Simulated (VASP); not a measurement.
Here is a VASP 6.6.1 calculation.

File INCAR:

```
SYSTEM = Be24NO
PREC     = Accurate       ! precision mode
ENCUT    = 520            ! plane-wave cutoff, eV
EDIFF    = 1E-6           ! SCF threshold, eV
ISMEAR   = 0              ! smearing method
SIGMA    = 0.1            ! smearing width, eV
LREAL    = .FALSE.        ! projectors in reciprocal space
LASPH    = .TRUE.         ! aspherical terms in the spheres
NELM     = 200            ! most SCF steps
ALGO     = Normal         ! electronic algorithm
ISIF     = 2              ! what is computed and relaxed
LWAVE    = .FALSE.        ! write WAVECAR
LCHARG   = .FALSE.        ! write CHGCAR
ISPIN    = 2              ! spin polarisation
MAGMOM   = 0 0 0 0 0 0 0 0 0 0 0 0 0 0 0 0 0 0 0 0 0 0 0 0 1 0 ! initial moments
LORBIT   = 11             ! projections on sites
LDIPOL   = .TRUE.       
IDIPOL   = 3            
DIPOL    = 0.5 0.5 0.293
GGA      = PE             ! functional
NBANDS   = 52             ! bands
GGA_COMPAT= .FALSE.      
NELMDL   = -8           
KPAR     = 4
```

KPOINTS

```
regular mesh
0
G
  6 4 1
  0 0 0
```

File POSCAR:

```
Be24NO
1.0
    4.5254381411      0.0000000000      0.0000000000
    0.0000000000      7.1336190820      0.0000000000
    0.0000000000      0.0000000000     22.3685529248
Be N O
24 1 1
Direct
    0.0000000000      0.3750000000      0.1788224752
    0.0000000000      0.8750000000      0.1788224752
    0.5000000000      0.3750000000      0.1788224752
    0.5000000000      0.8750000000      0.1788224752
    0.2500000000      0.1250000000      0.2080237711
    0.2500000000      0.6250000000      0.2080237711
    0.7500000000      0.1250000000      0.2080237711
    0.7500000000      0.6250000000      0.2080237711
    0.2500000000      0.3750000000      0.2664263628
    0.2500000000      0.8750000000      0.2664263628
    0.7500000000      0.3750000000      0.2664263628
    0.7500000000      0.8750000000      0.2664263628
    0.0000000000      0.1250000000      0.2903069137
    0.0000000000      0.6250000000      0.2903069137
    0.5000000000      0.1250000000      0.2903069137
    0.5000000000      0.6250000000      0.2903069137
    0.0000000000      0.3750000000      0.3546814205
    0.0000000000      0.8750000000      0.3546814205
    0.5000000000      0.3750000000      0.3546814205
    0.5000000000      0.8750000000      0.3546814205
    0.2500000000      0.1250000000      0.3741213369
    0.2500000000      0.6250000000      0.3741213369
    0.7500000000      0.1250000000      0.3741213369
    0.7500000000      0.6250000000      0.3741213369
    0.7500000000      0.4583333333      0.4604031812
    0.8896786100      0.5980119434      0.4604031812
```

Potentials or basis: VASP PAW PBE potentials, release 64 (Be, N, O).

Launch:

```sh
$ cat potpaw_PBE.64/Be/POTCAR potpaw_PBE.64/N/POTCAR potpaw_PBE.64/O/POTCAR > POTCAR
$ mpirun -np 4 vasp_std > vasp.out
```

Task: Predict the largest force.

Result: 2.593 eV/Å.

Task: What does it give for the net moment?

Result: 0.00 μB per cell.

Forces on the atoms (eV/Å):
```
Be   0.028 -0.013  0.506
Be   0.045 -0.050  0.518
Be  -0.039 -0.016  0.530
Be  -0.052  0.062  0.524
Be  -0.004  0.021 -0.723
Be  -0.005  0.008 -0.817
Be  -0.002  0.017 -0.686
Be  -0.019 -0.043 -0.619
Be   0.036  0.011  0.093
Be  -0.032 -0.028  0.216
Be   0.022 -0.041  0.058
Be   0.013  0.001  0.123
Be  -0.003  0.053 -0.007
Be  -0.010 -0.053  0.275
Be   0.020 -0.006  0.117
Be  -0.072  0.016 -0.025
Be   0.275 -0.405 -0.403
Be   0.040  0.138 -0.156
Be  -0.130  0.062  0.143
Be  -0.070 -0.014 -0.039
Be  -0.116  0.027  0.028
Be   0.144  0.033 -0.244
Be   0.150 -0.076  0.062
Be  -0.030  0.048  0.475
N   -1.673 -1.770 -0.626
O    1.484  2.016  0.676
```

Caveat: the standard files for N, O and F lose accuracy on very short bonds.
